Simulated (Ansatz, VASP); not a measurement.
## Two plane-wave programs on Re

```xyz
1
Lattice="-1.5575 1.5575 1.5575 1.5575 -1.5575 1.5575 1.5575 1.5575 -1.5575" Properties=species:S:1:pos:R:3 pbc="T T T"
Re    0.0000    0.0000    0.0000
```

Alike in both runs: functional PBE; k mesh 19 × 19 × 19; occupations fermi-dirac, width 0.05 eV; non-collinear spin, spin-orbit coupling.

Ansatz relaxed the structure, and its values are those at the end. VASP's run is a single point on that final structure, the one shown.

```csv
,VASP,Ansatz
version,VASP 6.6.1,Ansatz 0.2.0
potentials or method,"VASP PAW PBE potentials, release 64 (Re)","PAW with Ansatz's default frozen-core files, fully relativistic files with spin-orbit coupling"
plane-wave cutoff (eV),520,420
valence electrons in the cell,7,15
```

```tsv
	VASP	Ansatz	Ansatz less VASP
pressure (GPa)	-0.3	0.0	+0.33
net moment per atom (μB)	0.00	0.00	0.000
```

VASP's potentials hold 7 valence electrons a cell and Ansatz's 15, so a difference there can come from the potentials and not from the codes.
